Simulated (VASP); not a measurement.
A run of VASP 6.6.1 is set up as follows.

Contents of INCAR:

```
SYSTEM = Pb
PREC = Accurate
ENCUT = 500
EDIFF = 1E-6
ISMEAR = -1
SIGMA = 0.28
LREAL = .FALSE.
LASPH = .TRUE.
NELM = 120
ALGO = Normal
ISIF = 2
LWAVE = .FALSE.
LCHARG = .TRUE.
GGA = PE
LELF = .TRUE.
LVHAR = .TRUE.
NBANDS = 13
GGA_COMPAT = .FALSE.
```

Contents of KPOINTS:

```
regular mesh
0
G
  13 13 13
  0 0 0
```

File POSCAR:

```
Pb
1.0
    0.0000000000      2.4698000000      2.4698000000
    2.4698000000      0.0000000000      2.4698000000
    2.4698000000      2.4698000000      0.0000000000
Pb
1
Direct
    0.0000000000      0.0000000000      0.0000000000
```

Potentials or basis: VASP PAW PBE potentials, release 64 (Pb_d).

Launch:

```console
$ cat potpaw_PBE.64/Pb_d/POTCAR > POTCAR
$ mpirun -np 1 vasp_std > vasp.out
```

Task: Predict the band gap on the k mesh.

Result: Zero (band 7 reaches 14.82 eV, above the bottom of band 8 at 5.67 eV).

Task: Estimate the pressure.

Result: 3.0 GPa.

Caveat: spin-orbit coupling is left out, which moves the levels of the heavy elements.
